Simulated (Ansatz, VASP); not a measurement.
Ir in VASP and in Ansatz

File INCAR:

```
SYSTEM = Ir
  PREC = Accurate
  ENCUT = 500
  EDIFF = 1E-6
  ISMEAR = -1
  SIGMA = 0.1
  LREAL = .False.
  LASPH = .True.
  NELM = 120
  ALGO = Normal
  ISIF = 2
  LWAVE = .False.
  LCHARG = .False.
  NBANDS = 26
  GGA_COMPAT = .False.
```

The input KPOINTS:

```
Automatic mesh
0
Gamma
  15 15 4
  0 0 0
```

POSCAR

```
Ir
1.0
    2.6969985477      0.0000000000      0.0000000000
   -1.3484992739      2.3356692563      0.0000000000
    0.0000000000      0.0000000000      8.8111811327
Ir
4
Direct
    1.0000000000      1.0000000000      1.0000000000
    1.0000000000      1.0000000000      0.5000000000
    0.3333333333      0.6666666667      0.2500000000
    0.6666666667      0.3333333333      0.7500000000
```

Input for Ansatz:

```yaml
crystal:
  lattice:
    - [2.6969985477, 0.0, 0.0]
    - [-1.3484992739, 2.3356692563, 0.0]
    - [0.0, 0.0, 8.8111811327]
  atoms:
    - { symbol: Ir, position: [1.0, 1.0, 1.0] }
    - { symbol: Ir, position: [1.0, 1.0, 0.5] }
    - { symbol: Ir, position: [0.3333333333, 0.6666666667, 0.25] }
    - { symbol: Ir, position: [0.6666666667, 0.3333333333, 0.75] }
hamiltonian:
  xc: lda
  pseudopotentials:
    kind: paw
    azcp:
      Ir: "pseudopotentials/Ir.paw.azcp"
basis:
  ecutwfc: 420
  fft_grid_basis: typed
kpoints:
  mp_grid: { grid: [15, 15, 4], shift: [0, 0, 0] }
magnetization:
  spin_polarized: false
scf:
  occupations: { method: fermi_dirac, width: 0.1 }
  lower_state_search: "off"
output:
  stress: true
```

Alike in both runs: task single point; functional LDA; k mesh 15 × 15 × 4; occupations fermi-dirac, width 0.1 eV; no spin polarisation.

```csv
,VASP,Ansatz
version,VASP 6.6.1,Ansatz 0.2.0
potentials or method,"VASP PAW LDA potentials, release 64 (Ir), cutoff 500 eV","plane waves (420 eV) with PAW, scalar-relativistic"
valence electrons in the cell,36,68
```

```tsv
	VASP	Ansatz	Ansatz less VASP
pressure (GPa)	2.4	-0.1	-2.55
```

Ansatz warns that its potentials were made for another functional, while VASP's fit it. LDA's correlation is that of Perdew and Zunger in VASP and of Perdew and Wang (1992) in Ansatz. VASP's potentials hold 36 valence electrons a cell and Ansatz's 68, so a difference there can come from the potentials and not from the codes.

Neither program's run includes spin-orbit coupling.
